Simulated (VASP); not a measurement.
Crystal: CdSe.

```
Cd Se
1.0
     0.00000    3.07027    3.07027
     3.07027    0.00000    3.07027
     3.07027    3.07027    0.00000
Cd Se
1 1
Direct
  0.00000 0.00000 0.00000
  0.75000 0.75000 0.75000
```

Base run:

* Program: VASP 6.6.1
* Functional: PBE
* Potentials or basis: VASP PAW PBE potentials, release 64 (Cd, Se)
* Cutoff: 520 eV
* k mesh: 6 × 6 × 6
* Occupations: gaussian, width 0.01 eV
* Spin: no spin polarisation

Its results: band gap on the k mesh 0.55 eV, direct; pressure 1.6 GPa.

Task: The run is repeated on the same cell with these changes: functional from PBE to RPBE; further incar settings from ALGO = Normal; EDIFF = 1e-07; NBANDS = 16 to ALGO = Normal; EDIFF = 1e-06; NBANDS = 16. What comes out?

Result: Band gap on the k mesh 0.72 eV, direct; pressure 3.5 GPa.

Caveats: the PAW data sets were made with another functional, which shifts forces and pressure a little (some runs).

